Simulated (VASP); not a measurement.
# HfSc3 (I4/mmm) in VASP: a series of runs, part 2 of 2

VASP 6.6.1.

**5. Single point, PBE**

This run uses another cell than the first one, of 23.63 Å³/atom.

File INCAR:

```
ALGO = Fast
EDIFF = 1E-6
ENCUT = 520
GGA = PE
ISIF = 2
ISMEAR = 0
LASPH = True
LCHARG = False
LREAL = False
LWAVE = False
NBANDS = 30
NELM = 60
PREC = Accurate
SIGMA = 0.1
```

File KPOINTS:

```
k-points
0
Gamma
  14 14 14
```

File POSCAR:

```
HfSc3
1.0
   -2.2836883095      2.2836883095      4.5302337394
    2.2836883095     -2.2836883095      4.5302337394
    2.2836883095      2.2836883095     -4.5302337394
Hf Sc
1 3
Direct
    0.0000000000      0.0000000000      0.0000000000
    0.5000000000      0.5000000000      0.0000000000
    0.2500000000      0.7500000000      0.5000000000
    0.7500000000      0.2500000000      0.5000000000
```

Potentials or basis: VASP PAW PBE potentials, release 64 (Hf_pv, Sc_sv).

The run is started by

```bash
> cat potpaw_PBE.64/Hf_pv/POTCAR potpaw_PBE.64/Sc_sv/POTCAR > POTCAR
> mpirun -np 1 vasp_std > vasp.out
```

OUTCAR:

```text
EDIFF = 1E-6
   ENCUT = 520
   GGA = PE
   ISIF = 2
   ISMEAR = 0
   LASPH = True
   LREAL = False
   NELM = 60
   PREC = Accurate

 ion  position               nearest neighbor table
   1  0.000  0.000  0.000-   4 3.22   3 3.22   4 3.22   3 3.22   3 3.22   4 3.22   3 3.22   4 3.22
                             2 3.23   2 3.23   2 3.23   2 3.23
   2  0.500  0.500  0.000-   3 3.22   4 3.22   3 3.22   4 3.22   3 3.22   4 3.22   3 3.22   4 3.22
                             1 3.23   1 3.23   1 3.23   1 3.23
   3  0.250  0.750  0.500-   1 3.22   2 3.22   1 3.22   2 3.22   1 3.22   2 3.22   1 3.22   2 3.22
                             4 3.23   4 3.23   4 3.23   4 3.23
   4  0.750  0.250  0.500-   2 3.22   1 3.22   2 3.22   1 3.22   1 3.22   2 3.22   1 3.22   2 3.22
                             3 3.23   3 3.23   3 3.23   3 3.23

  LATTYP: Found a body centered tetragonal cell.
 ALAT       =     4.5673766190
 C/A-ratio  =     1.9837355740

  Lattice vectors:

 A1 = (  -2.2836883095,   2.2836883095,   4.5302337394)
 A2 = (   2.2836883095,  -2.2836883095,   4.5302337394)
 A3 = (   2.2836883095,   2.2836883095,  -4.5302337394)

Analysis of symmetry for initial positions (statically):
=====================================================================
 Subroutine PRICEL returns:
 Original cell was already a primitive cell.

 Routine SETGRP: Setting up the symmetry group for a
 body centered tetragonal supercell.

 Subroutine GETGRP returns: Found 16 space group operations
 (whereof 16 operations were pure point group operations)
 out of a pool of 16 trial point group operations.

The static configuration has the point symmetry D_4h.

Analysis of symmetry for dynamics (positions and initial velocities):
=====================================================================
 Subroutine PRICEL returns:
 Original cell was already a primitive cell.

 Routine SETGRP: Setting up the symmetry group for a
 body centered tetragonal supercell.

 Subroutine GETGRP returns: Found 16 space group operations
[... 122 lines left out ...]
   ISMEAR =     0;   SIGMA  =   0.10  broadening in eV -4-tet -1-fermi 0-gaus
   EFERMI_NEDOS =   21; number of points for ismear=-14 and -15
   IALGO  =     68    algorithm
   IMIX   =      4    mixing-type and parameters
     AMIX     =   0.40;   BMIX     =  1.00
     AMIX_MAG =   1.60;   BMIX_MAG =  1.00
  volume/ion in A,a.u.               =      23.63       159.44
  Fermi-wavevector in a.u.,A,eV,Ry     =   1.259156  2.379460 21.571683  1.585474
  Thomas-Fermi vector in A             =   2.392730
   LORBIT       =      0    0 simple, 1 ext, 2 COOP (PROOUT), +10 PAW based schemes
   GGA     = PE    functional components
   LHFCALC =     F    Hartree Fock is set to
   AEXX    =    0.0000 exact exchange contribution
   IVDW    =     0    specifies the selected vdW correction
   LEPSILON=     F    determine dielectric tensor
   LRPA    =     F    only Hartree local field effects (RPA)
 non-spin polarized calculation
 RMM-DIIS sequential band-by-band and
 Gauss-broadening in eV      SIGMA  =   0.10
  energy-cutoff  :      520.00
  volume of cell :       94.50
 maximum number of plane-waves:      2569
 NGX is ok and might be reduce to    42
   NGX = 21   NGY = 21   NGZ = 21

 number of electron      43.0000007 magnetization

 Free energy of the ion-electron system (eV)
  ---------------------------------------------------
  ext. energy  EPLUGINS =         0.00000000
  ---------------------------------------------------
  free energy    TOTEN  =       -28.39293801 eV

  energy without entropy =      -28.35810593  energy(sigma->0) =      -28.37552197

 E-fermi :   4.0350     XC(G=0): -10.3021

 val. band max:        4.0345472754   @ k =  -0.2857   0.2857   0.2143
 cond. band min:       4.0380076558   @ k =  -0.2857   0.3571   0.1429
 fundamental gap:      0.0034603804
 Fermi energy:         4.0349697354

 k-point     1 :       0.0000    0.0000    0.0000
  band No.  band energies     occupation
      1     -45.2322      2.00000
      2     -45.1578      2.00000
      3     -45.1337      2.00000
      4     -26.4674      2.00000
      5     -26.4571      2.00000
      6     -26.4571      2.00000
[... 781 lines left out ...]
     29       6.8026      0.00000
     30       6.8727      0.00000

 [... further k-points ...]
[... 5 lines left out ...]
  --------------------------------------------------------------------------------------
  -------------------------------------------------------------------------------------
  Total       -0.0067643     -0.0067643     -0.0268265      0.0000000      0.0000000      0.0000000
  in kB       -0.1146786     -0.1146786     -0.4547991      0.0000000      0.0000000      0.0000000
  external PRESSURE =      -0.2280521 kB  Pullay stress =       0.0000000 kB

 VOLUME and BASIS-vectors are now :
 -----------------------------------------------------------------------------
  energy-cutoff  :      520.00
  volume of cell :       94.50
      direct lattice vectors                 reciprocal lattice vectors
    -2.283688310  2.283688310  4.530233739     0.000000000  0.218944064  0.110369581
     2.283688310 -2.283688310  4.530233739     0.218944064  0.000000000  0.110369581
     2.283688310  2.283688310 -4.530233739     0.218944064  0.218944064  0.000000000

 POSITION                                       TOTAL-FORCE (eV/Angst)
 -----------------------------------------------------------------------------------
      0.00000      0.00000      0.00000         0.000000     -0.000000      0.000000
      0.00000      0.00000      4.53023         0.000000     -0.000000      0.000000
      2.28369      0.00000      2.26512         0.000000     -0.000000     -0.000000
      0.00000      2.28369      2.26512        -0.000000      0.000000     -0.000000
 -----------------------------------------------------------------------------------
    total drift:                               -0.000000      0.000000      0.000000

  FREE ENERGIE OF THE ION-ELECTRON SYSTEM (eV)
  ---------------------------------------------------
  free  energy   TOTEN  =       -28.3929380087 eV

  energy  without entropy=      -28.3581059287  energy(sigma->0) =      -28.37552197
```

OSZICAR:

```text
N       E                     dE             d eps       ncg     rms          rms(c)
DAV:   1     0.746323983052E+03    0.74632E+03   -0.19584E+04 14656   0.146E+03
DAV:   2     0.259649720975E+02   -0.72036E+03   -0.70951E+03 19112   0.647E+02
DAV:   3    -0.280754643472E+02   -0.54040E+02   -0.51711E+02 24580   0.207E+02
[... 12 lines left out ...]
RMM:  16    -0.283929217129E+02   -0.17023E-04   -0.16818E-04 19747   0.460E-02    0.587E-03
RMM:  17    -0.283929336332E+02   -0.11920E-04   -0.11438E-04 18118   0.286E-02    0.125E-02
RMM:  18    -0.283929363222E+02   -0.26890E-05   -0.33700E-05 17673   0.184E-02    0.122E-02
RMM:  19    -0.283929373517E+02   -0.10295E-05   -0.21692E-05 17170   0.158E-02    0.237E-03
RMM:  20    -0.283929380087E+02   -0.65703E-06   -0.78261E-06 16080   0.104E-02
   1 F= -.28392938E+02 E0= -.28375522E+02  d E =-.348321E-01
```

Run time: 41 min. Hardware: 1 thread of Intel Xeon 8259CL, shared host; peak memory 0.71 GiB.

Results:

| Item | Value |
| --- | --- |
| Free energy | -28.3929 eV |
| Pressure | 0.0 GPa |
| Band gap on the k mesh | zero (an odd number of electrons rules out a gap without spin polarisation) |

Caveat: spin-orbit coupling is left out, which moves the levels of the heavy elements.

**6. Summary**

```tsv
task	cell	k mesh	cutoff (eV)	gap on the mesh (eV)	pressure (GPa)
single point	a = 5.439 Å, angles 135.6, 135.6, 64.7°, 4 atoms	6 × 6 × 6	520	none	16.8
single point	a = 5.567 Å, angles 131.7, 131.7, 70.7°, 4 atoms	6 × 6 × 6	520	none	0.2
relaxation of cell and atoms	relaxed from a = 5.439 Å, angles 135.6, 135.6, 64.7°, 4 atoms	6 × 6 × 6	600	none	-0.1
single point	a = 5.564 Å, angles 131.5, 131.5, 71.0°, 4 atoms	14 × 14 × 14	520	none	0.0
```

Alike in all rows: level PBE; potentials or basis VASP PAW PBE potentials, release 64 (Hf_pv, Sc_sv); no spin polarisation; smearing gaussian 0.1 eV.

Caveats: spin-orbit coupling is left out, which moves the levels of the heavy elements; the cell stands under pressure (at least some runs); the volume moved by over 15 % at a fixed basis, so the end points are rough (at least some runs).

Total energies depend on the potentials used, so only differences within one code and one set of settings carry meaning.
